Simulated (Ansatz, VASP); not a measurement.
Given: the input of a run of VASP 6.6.1 on AlNi.

Contents of INCAR:

```
  ALGO = Normal
  EDIFF = 1E-6
  EDIFFG = -0.02
  ENCUT = 600
  GGA = PE
  IBRION = 2
  ISIF = 3
  ISMEAR = -1
  ISPIN = 2
  LASPH = True
  LCHARG = False
  LMAXMIX = 4
  LORBIT = 11
  LREAL = False
  LWAVE = False
  MAGMOM = 1 0
  NELM = 150
  NSW = 80
  PREC = Accurate
  SIGMA = 0.05
```

The input KPOINTS:

```
k-points
0
Gamma
  9 9 9
```

POSCAR

```
AlNi
1.0
    2.8810000000      0.0000000000      0.0000000000
    0.0000000000      2.8810000000      0.0000000000
    0.0000000000      0.0000000000      2.8810000000
Ni Al
1 1
Direct
    0.5000000000      0.5000000000      0.5000000000
    0.0000000000      0.0000000000      0.0000000000
```

Potentials or basis: VASP PAW PBE potentials, release 64 (Ni, Al).

Command:

```bash
$ cat potpaw_PBE.64/Ni/POTCAR potpaw_PBE.64/Al/POTCAR > POTCAR
$ mpirun -np 1 vasp_std > vasp.out
```

Problem. Translate it to Ansatz 0.2.0. Potentials there: all-electron LAPW, scalar-relativistic.

Solution. As run (the cutoff follows the program's own potentials):

File input.yaml:

```yaml
crystal:
  lattice:
    - [2.881, 0.0, 0.0]
    - [0.0, 2.881, 0.0]
    - [0.0, 0.0, 2.881]
  atoms:
    - { symbol: Ni, position: [0.5, 0.5, 0.5], spin: 1.0 }
    - { symbol: Al, position: [0.0, 0.0, 0.0] }
kpoints:
  mp_grid: { grid: [9, 9, 9] }
scf:
  occupations: { method: fermi_dirac, width: 0.05 }
hamiltonian:
  xc: pbe
  pseudopotentials: { kind: all_electron, lapw: { basis_error: 0.001 } }
magnetization:
  spin_polarized: true
output:
  forces: true
  stress: true
relax:
  f_tol: 0.02
  max_steps: 60
  cell: {}
```

Potentials or basis: all-electron LAPW, scalar-relativistic.

The run is started by

```sh
$ ansatz run input.yaml --threads 2 --pin off --max-ram 6144MiB --backend cpu --events-out ev --progress --plain --runs-dir out
```

Both were run:

|  | VASP | Ansatz | Ansatz less VASP |
| --- | --- | --- | --- |
| net moment per atom (μB) | 0.00 | 0.00 | 0.000 |
| relaxed volume (Å³/atom) | 12.10 | 12.10 | 0.000 |
| relaxed cell length with the largest relative difference (Å) | 2.892 | 2.892 | 0.0000 |

Ansatz ran all-electron here, and VASP with PAW potentials.
